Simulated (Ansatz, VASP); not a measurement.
## One calculation of BaZrO3, two programs

```
Ba O Zr
1.0
     4.12333    0.00000    0.00000
     0.00000    4.12333    0.00000
     0.00000    0.00000    4.28911
Ba O Zr
1 3 1
Direct
  0.00000 0.00000 0.00000
  0.50000 0.50000 0.00000
  0.00000 0.50000 0.50000
  0.50000 0.00000 0.50000
  0.50000 0.50000 0.50000
```

Alike in both runs: task single point; functional PBE; k mesh 6 × 6 × 6; occupations gaussian, width 0.02 eV; no spin polarisation.

|  | VASP | Ansatz |
| --- | --- | --- |
| version | VASP 6.6.1 | Ansatz 0.2.0 |
| potentials or method | VASP PAW PBE potentials, release 64 (Ba_sv, O, Zr_sv), cutoff 600 eV | scalar-relativistic, plane waves, PAW |
| valence electrons in the cell | 40 | 40 |

Ansatz gave:

- gap on the k mesh at the Fermi level (eV): 3.17
- least direct gap on the mesh (eV): 3.36
- pressure (GPa): 6.1

Problem. Estimate VASP's values.

Solution. gap on the k mesh at the Fermi level (eV): 3.11; least direct gap on the mesh (eV): 3.34; pressure (GPa): 7.1.

With one functional, cell and mesh, what is left measures potentials, basis and numerics.

Neither program's run includes spin-orbit coupling.
